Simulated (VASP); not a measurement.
# MgTiF4 (P4/mmm) in VASP: notebook

The runs below take MgTiF4 through single point, relaxation of cell and atoms, with PBE.

All numbers are computed with VASP 6.6.1; they aren't measurements. Logs are shortened: lines on timing, memory, paths and dates and some standing lists are left out, and cuts for length are marked.

## (1) The cell of the first run

The structure is tetragonal, space group P4/mmm (No. 123). Conventional cell: a = 3.512 Å, b = 3.512 Å, c = 5.261 Å, α = 90.00°, β = 90.00°, γ = 90.00°. Within 2.8 Å of Mg (site symmetry 4/mmm) lie 8 F at 2.15 Å. Within 3.0 Å of Ti (site symmetry 4/mmm) lie 8 F at 2.24 Å. F (site symmetry 2mm) has 2 Mg at 2.15 Å and 2 Ti at 2.24 Å and 6 F at 2.48 to 2.77 Å within 2.8 Å.

## (2) Single point, PBE

INCAR reads:

```
SYSTEM = MgTiF4
PREC     = Accurate       ! precision mode
ENCUT    = 520            ! plane-wave cutoff, eV
EDIFF    = 1E-6           ! SCF threshold, eV
ISMEAR   = 0              ! smearing method
SIGMA    = 0.01           ! smearing width, eV
LREAL    = .False.        ! projectors in reciprocal space
LASPH    = .True.         ! aspherical terms in the spheres
NELM     = 80             ! most SCF steps
ALGO     = Normal         ! electronic algorithm
ISIF     = 2              ! what is computed and relaxed
LWAVE    = .False.        ! write WAVECAR
LCHARG   = .False.        ! write CHGCAR
GGA      = PE             ! functional
NBANDS   = 30             ! bands
```

KPOINTS reads:

```
Automatic mesh
0
Gamma
  10 10 8
  0 0 0
```

POSCAR reads:

```
MgTiF4
1.0
    3.5115494902      0.0000000000      0.0000000000
    0.0000000000      3.5115494902      0.0000000000
    0.0000000000      0.0000000000      5.2606792422
Mg Ti F
1 1 4
Direct
    0.0000000000      0.0000000000      0.5000000000
    0.5000000000      0.5000000000      0.0000000000
    0.5000000000      0.0000000000      0.2636630625
    0.5000000000      0.0000000000      0.7363369375
    0.0000000000      0.5000000000      0.7363369375
    0.0000000000      0.5000000000      0.2636630625
```

Potentials or basis: VASP PAW PBE potentials, release 64 (Mg, Ti_sv, F).

Started as:

```bash
$ cat potpaw_PBE.64/Mg/POTCAR potpaw_PBE.64/Ti_sv/POTCAR potpaw_PBE.64/F/POTCAR > POTCAR
$ mpirun -np 1 vasp_std > vasp.out
```

OUTCAR:

```text
SYSTEM = MgTiF4
   PREC = Accurate
   ENCUT = 520
   EDIFF = 1E-6
   ISMEAR = 0
   LREAL = .False.
   LASPH = .True.
   NELM = 80
   ISIF = 2
   GGA = PE

 ion  position               nearest neighbor table
   1  0.000  0.000  0.500-   3 2.15   4 2.15   5 2.15   6 2.15   5 2.15   6 2.15   3 2.15   4 2.15

   2  0.500  0.500  0.000-   3 2.24   4 2.24   5 2.24   6 2.24   3 2.24   4 2.24   5 2.24   6 2.24

   3  0.500  0.000  0.264-   1 2.15   1 2.15   2 2.24   2 2.24
   4  0.500  0.000  0.736-   1 2.15   1 2.15   2 2.24   2 2.24
   5  0.000  0.500  0.736-   1 2.15   1 2.15   2 2.24   2 2.24
   6  0.000  0.500  0.264-   1 2.15   1 2.15   2 2.24   2 2.24

  LATTYP: Found a simple tetragonal cell.
 ALAT       =     3.5115494902
 C/A-ratio  =     1.4981076749

  Lattice vectors:

 A1 = (   3.5115494902,   0.0000000000,   0.0000000000)
 A2 = (   0.0000000000,   3.5115494902,   0.0000000000)
 A3 = (   0.0000000000,   0.0000000000,   5.2606792422)

Analysis of symmetry for initial positions (statically):
=====================================================================
 Subroutine PRICEL returns:
 Original cell was already a primitive cell.

 Routine SETGRP: Setting up the symmetry group for a
 simple tetragonal supercell.

 Subroutine GETGRP returns: Found 16 space group operations
 (whereof 16 operations were pure point group operations)
 out of a pool of 16 trial point group operations.

The static configuration has the point symmetry D_4h.

Analysis of symmetry for dynamics (positions and initial velocities):
=====================================================================
 Subroutine PRICEL returns:
 Original cell was already a primitive cell.

 Routine SETGRP: Setting up the symmetry group for a
 simple tetragonal supercell.

 Subroutine GETGRP returns: Found 16 space group operations
 (whereof 16 operations were pure point group operations)
 out of a pool of 16 trial point group operations.

The dynamic configuration has the point symmetry D_4h.

 Subroutine INISYM returns: Found 16 space group operations
 (whereof 16 operations are pure point group operations),
 and found     1 'primitive' translations

----------------------------------------------------------------------------------------

                                     Primitive cell

  volume of cell :      64.8693

  direct lattice vectors                    reciprocal lattice vectors
     3.511549490  0.000000000  0.000000000     0.284774571  0.000000000  0.000000000
     0.000000000  3.511549490  0.000000000     0.000000000  0.284774571  0.000000000
     0.000000000  0.000000000  5.260679242     0.000000000  0.000000000  0.190089522

  length of vectors
     3.511549490  3.511549490  5.260679242     0.284774571  0.284774571  0.190089522

  position of ions in fractional coordinates (direct lattice)
     0.000000000  0.000000000  0.500000000
     0.500000000  0.500000000  0.000000000
     0.500000000  0.000000000  0.263663063
     0.500000000  0.000000000  0.736336937
     0.000000000  0.500000000  0.736336937
     0.000000000  0.500000000  0.263663063

  ion indices of the primitive-cell ions
   primitive index   ion index
                 1           1
                 2           2
                 3           3
                 4           4
                 5           5
                 6           6

----------------------------------------------------------------------------------------

 KPOINTS: Automatic mesh

Automatic generation of k-mesh.
 Grid dimensions read from file:
 generate k-points for:   10   10    8

 Generating k-lattice:

  Cartesian coordinates                     Fractional coordinates (reciprocal lattice)
     0.028477457  0.000000000  0.000000000     0.100000000  0.000000000  0.000000000
     0.000000000  0.028477457  0.000000000     0.000000000  0.100000000  0.000000000
     0.000000000  0.000000000  0.023761190     0.000000000  0.000000000  0.125000000

  Length of vectors
     0.028477457  0.028477457  0.023761190

  Shift w.r.t. Gamma in fractional coordinates (k-lattice)
     0.000000000  0.000000000  0.000000000

 Subroutine IBZKPT returns following result:
 ===========================================

 Found    105 irreducible k-points:

 Following reciprocal coordinates:
            Coordinates               Weight
  0.000000  0.000000  0.000000      1.000000
  0.100000  0.000000  0.000000      4.000000
  0.200000  0.000000  0.000000      4.000000
  0.300000  0.000000  0.000000      4.000000
  0.400000  0.000000  0.000000      4.000000
  0.500000  0.000000  0.000000      2.000000
[... 16 lines left out ...]
  0.100000  0.000000  0.125000      8.000000
  0.200000  0.000000  0.125000      8.000000
 [... further k-points ...]
   k-points           NKPTS =    105   k-points in BZ     NKDIM =    105   number of bands    NBANDS=     30
   number of dos      NEDOS =    301   number of ions     NIONS =      6
   total plane-waves  NPLWV =  31360
[... 58 lines left out ...]
  ext. energy  EPLUGINS =         0.00000000
  ---------------------------------------------------
  free energy    TOTEN  =       -34.03153975 eV

  energy without entropy =      -34.03110119  energy(sigma->0) =      -34.03132047

 E-fermi :   7.0452     XC(G=0): -10.5353

 val. band max:        7.0445370322   @ k =   0.4000   0.1000   0.0000
 cond. band min:       7.0464689444   @ k =   0.5000   0.1000   0.5000
 fundamental gap:      0.0019319122
 Fermi energy:         7.0452004703

 k-point     1 :       0.0000    0.0000    0.0000
  band No.  band energies     occupation
      1     -51.3324      2.00000
      2     -27.7383      2.00000
      3     -27.5920      2.00000
      4     -27.5920      2.00000
      5     -20.4060      2.00000
      6     -19.7302      2.00000
[... 22 lines left out ...]
     29      14.0309      0.00000
     30      16.3500      0.00000

 k-point     2 :       0.1000    0.0000    0.0000
  band No.  band energies     occupation
      1     -51.3319      2.00000
      2     -27.7346      2.00000
      3     -27.6035      2.00000
      4     -27.5916      2.00000
      5     -20.3691      2.00000
      6     -19.7131      2.00000
[... 22 lines left out ...]
     29      14.0569      0.00000
     30      16.1362      0.00000

 k-point     3 :       0.2000    0.0000    0.0000
  band No.  band energies     occupation
      1     -51.3307      2.00000
      2     -27.7250      2.00000
      3     -27.6333      2.00000
      4     -27.5903      2.00000
      5     -20.2646      2.00000
      6     -19.6626      2.00000
[... 22 lines left out ...]
     29      14.1128      0.00000
     30      15.6724      0.00000

 k-point     4 :       0.3000    0.0000    0.0000
  band No.  band energies     occupation
      1     -51.3292      2.00000
      2     -27.7130      2.00000
      3     -27.6697      2.00000
      4     -27.5888      2.00000
      5     -20.1084      2.00000
      6     -19.5808      2.00000
[... 22 lines left out ...]
     29      14.9042      0.00000
     30      15.2215      0.00000

 k-point     5 :       0.4000    0.0000    0.0000
  band No.  band energies     occupation
      1     -51.3280      2.00000
      2     -27.7033      2.00000
      3     -27.6989      2.00000
      4     -27.5875      2.00000
      5     -19.9251      2.00000
      6     -19.5338      2.00000
[... 22 lines left out ...]
     29      14.9314      0.00000
     30      15.7009      0.00000
[... 526 lines left out ...]
     29      13.4691      0.00000
     30      14.3229      0.00000

 k-point    22 :       0.0000    0.0000    0.1250
  band No.  band energies     occupation
      1     -51.3324      2.00000
      2     -27.7387      2.00000
      3     -27.5920      2.00000
      4     -27.5920      2.00000
      5     -20.3815      2.00000
      6     -19.7570      2.00000
[... 22 lines left out ...]
     29      14.5940      0.00000
     30      16.4351      0.00000

 k-point    23 :       0.1000    0.0000    0.1250
  band No.  band energies     occupation
      1     -51.3319      2.00000
      2     -27.7350      2.00000
      3     -27.6035      2.00000
      4     -27.5916      2.00000
      5     -20.3456      2.00000
      6     -19.7391      2.00000
[... 22 lines left out ...]
     29      14.6563      0.00000
     30      16.1051      0.00000

 k-point    24 :       0.2000    0.0000    0.1250
  band No.  band energies     occupation
      1     -51.3307      2.00000
      2     -27.7253      2.00000
      3     -27.6332      2.00000
      4     -27.5903      2.00000
      5     -20.2433      2.00000
      6     -19.6863      2.00000
[... 22 lines left out ...]
     29      14.8591      0.00000
     30      15.5877      0.00000

 [... further k-points ...]

------------------------ aborting loop because EDIFF is reached ----------------------------------------

  FORCE on cell =-STRESS in cart. coord.  units (eV):
  Direction    XX          YY          ZZ          XY          YZ          ZX
  --------------------------------------------------------------------------------------
  -------------------------------------------------------------------------------------
  Total       -0.1586032     -0.1586032     -0.1612857      0.0000000     -0.0000000      0.0000000
  in kB       -3.9172669     -3.9172669     -3.9835210      0.0000000     -0.0000000      0.0000000
  external PRESSURE =      -3.9393516 kB  Pullay stress =       0.0000000 kB

 VOLUME and BASIS-vectors are now :
 -----------------------------------------------------------------------------
  energy-cutoff  :      520.00
  volume of cell :       64.87
      direct lattice vectors                 reciprocal lattice vectors
     3.511549490  0.000000000  0.000000000     0.284774571  0.000000000  0.000000000
     0.000000000  3.511549490  0.000000000     0.000000000  0.284774571  0.000000000
     0.000000000  0.000000000  5.260679242     0.000000000  0.000000000  0.190089522

 POSITION                                       TOTAL-FORCE (eV/Angst)
 -----------------------------------------------------------------------------------
      0.00000      0.00000      2.63034         0.000000      0.000000     -0.000000
      1.75577      1.75577      0.00000         0.000000      0.000000     -0.000000
      1.75577      0.00000      1.38705         0.000000     -0.000000      0.035244
      1.75577      0.00000      3.87363         0.000000     -0.000000     -0.035244
      0.00000      1.75577      3.87363         0.000000      0.000000     -0.035244
      0.00000      1.75577      1.38705        -0.000000      0.000000      0.035244
 -----------------------------------------------------------------------------------
    total drift:                                0.000000      0.000000      0.000000

  FREE ENERGIE OF THE ION-ELECTRON SYSTEM (eV)
  ---------------------------------------------------
  free  energy   TOTEN  =       -34.0315397487 eV

  energy  without entropy=      -34.0311011880  energy(sigma->0) =      -34.03132047
```

Run time: 2.9 min. Hardware: 1 thread of Intel Xeon Platinum 8375C at 2.90GHz (Ice Lake), shared host; peak memory 0.31 GiB.

What came out:

| Quantity | Value |
| --- | --- |
| Free energy | -34.0315 eV |
| Pressure | -0.4 GPa |
| Largest force | 0.035 eV/Å |
| Band gap on the k mesh | zero (bands 21 and 22 overlap by 0.11 eV) |

Forces on the atoms (eV/Å):
```
Mg   0.000  0.000  0.000
Ti   0.000  0.000  0.000
F    0.000  0.000  0.035
F    0.000  0.000 -0.035
F    0.000  0.000 -0.035
F    0.000  0.000  0.035
```

Levels at points of the mesh, in eV from the Fermi level:
```tsv
k point	band 18	band 19	band 20	band 21	band 22	band 23	band 24	band 25
(0.00, 0.00, 0.00)	-6.76	-6.76	-6.66	-0.84	0.18	0.44	0.86	1.50
(0.50, 0.00, 0.00)	-7.87	-7.23	-6.99	0.00	0.04	0.68	1.16	1.48
(0.50, 0.50, 0.00)	-6.56	-6.33	-6.29	-0.71	0.41	1.01	1.01	1.25
(0.00, 0.00, 0.50)	-6.91	-6.66	-6.66	-0.52	0.18	1.10	1.41	1.41
(0.50, 0.00, 0.50)	-8.10	-7.85	-7.79	0.07	0.07	1.04	1.08	1.42
(0.50, 0.50, 0.50)	-6.50	-6.46	-6.35	-0.52	0.45	0.85	0.85	1.27
```

Caveat: semilocal functionals often make such compounds metallic where correlation or magnetic order opens a gap, which also shifts bond lengths.

## (3) Single point, PBE

This run uses another cell than the first one, of 11.06 Å³/atom.

INCAR reads:

```
SYSTEM = MgTiF4
PREC = Accurate
ENCUT = 520
EDIFF = 1E-6
ISMEAR = 0
SIGMA = 0.01
LREAL = .False.
LASPH = .True.
NELM = 60
ALGO = Normal
ISIF = 2
LWAVE = .False.
LCHARG = .False.
GGA = PE
NBANDS = 30
```

KPOINTS reads:

```
regular mesh
0
Gamma
  10 10 8
  0 0 0
```

POSCAR reads:

```
MgTiF4
1.0
    3.6030380000      0.0000000000      0.0000000000
    0.0000000000      3.6030380000      0.0000000000
    0.0000000000      0.0000000000      5.1133740000
Mg Ti F
1 1 4
Direct
    0.0000000000      0.0000000000      0.5000000000
    0.5000000000      0.5000000000      0.0000000000
    0.5000000000      0.0000000000      0.2552090000
    0.5000000000      0.0000000000      0.7447910000
    0.0000000000      0.5000000000      0.7447910000
    0.0000000000      0.5000000000      0.2552090000
```

Potentials or basis: VASP PAW PBE potentials, release 64 (Mg, Ti_sv, F).

Started as:

```bash
$ cat potpaw_PBE.64/Mg/POTCAR potpaw_PBE.64/Ti_sv/POTCAR potpaw_PBE.64/F/POTCAR > POTCAR
$ mpirun -np 1 vasp_std > vasp.out
```

Run time: 2.7 min. Hardware: 1 thread of Intel Xeon Platinum 8375C at 2.90GHz (Ice Lake), shared host; peak memory 0.32 GiB.

It converged, with:

| Quantity | Value |
| --- | --- |
| Free energy | -33.9364 eV |
| Pressure | -1.8 GPa |
| Largest force | 0.400 eV/Å |
| Band gap on the k mesh | zero (bands 21 and 22 overlap by 0.10 eV) |

Forces on the atoms (eV/Å):
```
Mg   0.000  0.000  0.000
Ti   0.000  0.000  0.000
F    0.000  0.000  0.400
F    0.000  0.000 -0.400
F    0.000  0.000 -0.400
F    0.000  0.000  0.400
```

Stress tensor (GPa, compression positive):
```
-3.95  0.00  0.00
 0.00 -3.95  0.00
 0.00  0.00  2.38
```

Levels at points of the mesh, in eV from the Fermi level:
```
           k point  band 18  band 19  band 20  band 21  band 22  band 23  band 24  band 25
(0.00, 0.00, 0.00)    -7.13    -7.13    -6.73    -0.60    -0.06     0.06     1.11     1.65
(0.50, 0.00, 0.00)    -8.07    -7.19    -6.99    -0.09     0.05     0.86     1.09     1.61
(0.50, 0.50, 0.00)    -6.98    -6.76    -6.67    -0.52     0.18     0.92     0.92     1.29
(0.00, 0.00, 0.50)    -7.29    -7.07    -7.07    -0.27     0.06     1.33     1.56     1.56
(0.50, 0.00, 0.50)    -8.21    -8.13    -8.08     0.04     0.08     0.97     1.27     1.55
(0.50, 0.50, 0.50)    -6.89    -6.88    -6.77    -0.30     0.29     0.76     0.76     1.31
```

Caveat: the stress differs along the axes, from -4 to 2 GPa; semilocal functionals often make such compounds metallic where correlation or magnetic order opens a gap, which also shifts bond lengths.

## (4) Relaxation of cell and atoms, PBE

This run uses another cell than the first one, of 11.06 Å³/atom.

INCAR reads:

```
  PREC = Accurate
  ENCUT = 600
  EDIFF = 1E-7
  ISMEAR = 0
  SIGMA = 0.01
  LREAL = False
  LASPH = True
  NELM = 80
  ALGO = Normal
  ISIF = 3
  LWAVE = False
  LCHARG = False
  GGA = PE
  IBRION = 2
  NSW = 80
  EDIFFG = -0.01
```

KPOINTS reads:

```
Automatic mesh
0
Gamma
  10 10 8
```

POSCAR is that of step 3.

Started as:

```bash
$ cat potpaw_PBE.64/Mg/POTCAR potpaw_PBE.64/Ti_sv/POTCAR potpaw_PBE.64/F/POTCAR > POTCAR
$ mpirun -np 1 vasp_std > vasp.out
```

Run time: 15 min. Hardware: 1 thread of Intel Xeon Platinum 8375C at 2.90GHz (Ice Lake), shared host; peak memory 0.35 GiB.

It converged, with:

```
Free energy                           : -34.0480 eV
Relaxed volume                        : 10.74 Å³/atom
Relaxed cell                          : a = 3.502 Å, b = 3.502 Å, c = 5.255 Å, α = 90.00°, β = 90.00°, γ = 90.00°
Space group after relaxing (to 0.1 Å) : P4/mmm (No. 123)
Energy gained by relaxing             : 17.1 meV/atom
Ionic steps                           : 7
Pressure after relaxing               : 0.0 GPa
Largest force after relaxing          : 0.004 eV/Å
Band gap on the k mesh                : zero (bands 21 and 22 overlap by 0.11 eV)
```

Forces on the atoms (eV/Å):
```
Mg   0.000  0.000  0.000
Ti   0.000  0.000  0.000
F    0.000  0.000 -0.004
F    0.000  0.000  0.004
F    0.000  0.000  0.004
F    0.000  0.000 -0.004
```

The path:
```
step  energy change (eV)  largest force (eV/Å)  pressure (GPa)  volume (Å³)
   1              0.0000                0.4018           -2.03        66.38
   2             -0.0665                0.2546           -0.34        65.03
   3             -0.0934                0.0817            1.71        63.63
   4             -0.0935                0.0658            1.90        63.51
   5             -0.1021                0.0390           -0.26        64.60
   6             -0.1024                0.0233            0.06        64.44
   7             -0.1025                0.0042            0.02        64.47
```

Final structure:
```yaml
crystal:
  lattice:
    - [3.50246, 0.00000, 0.00000]
    - [0.00000, 3.50246, 0.00000]
    - [0.00000, 0.00000, 5.25516]
  atoms:
    - { symbol: Mg, position: [0.00000, 0.00000, 0.50000] }
    - { symbol: Ti, position: [0.50000, 0.50000, 0.00000] }
    - { symbol: F, position: [0.50000, 0.00000, 0.26440] }
    - { symbol: F, position: [0.50000, 0.00000, 0.73560] }
    - { symbol: F, position: [0.00000, 0.50000, 0.73560] }
    - { symbol: F, position: [0.00000, 0.50000, 0.26440] }
```

Levels at points of the mesh, in eV from the Fermi level:
```
           k point  band 18  band 19  band 20  band 21  band 22  band 23  band 24  band 25
(0.00, 0.00, 0.00)    -6.76    -6.76    -6.66    -0.85     0.19     0.49     0.85     1.51
(0.50, 0.00, 0.00)    -7.88    -7.24    -6.99     0.01     0.04     0.68     1.17     1.49
(0.50, 0.50, 0.00)    -6.56    -6.32    -6.28    -0.73     0.43     1.02     1.02     1.26
(0.00, 0.00, 0.50)    -6.91    -6.66    -6.66    -0.54     0.19     1.09     1.41     1.41
(0.50, 0.00, 0.50)    -8.12    -7.84    -7.79     0.07     0.07     1.05     1.08     1.42
(0.50, 0.50, 0.50)    -6.50    -6.45    -6.34    -0.53     0.46     0.86     0.86     1.28
```

Caveat: semilocal functionals often make such compounds metallic where correlation or magnetic order opens a gap, which also shifts bond lengths.

## (5) Overview

| task | cell | cutoff (eV) | gap on the mesh (eV) | pressure (GPa) | largest force (eV/Å) |
| --- | --- | --- | --- | --- | --- |
| single point | a = 3.512, b = 3.512, c = 5.261 Å, 6 atoms, atomic positions A | 520 | none | -0.4 | 0.04 |
| single point | a = 3.603, b = 3.603, c = 5.113 Å, 6 atoms, atomic positions B | 520 | none | -1.8 | 0.40 |
| relaxation of cell and atoms | relaxed from a = 3.603, b = 3.603, c = 5.113 Å, 6 atoms, atomic positions B | 600 | none | 0.0 | - |

Alike in all rows: level PBE; potentials or basis VASP PAW PBE potentials, release 64 (Mg, Ti_sv, F); no spin polarisation; k mesh 10 × 10 × 8; smearing gaussian 0.01 eV.

Caveats: semilocal functionals often make such compounds metallic where correlation or magnetic order opens a gap, which also shifts bond lengths; the stress differs along the axes, from -4 to 2 GPa (at least some runs).

Absolute energies hang on the potentials; compare differences alone.
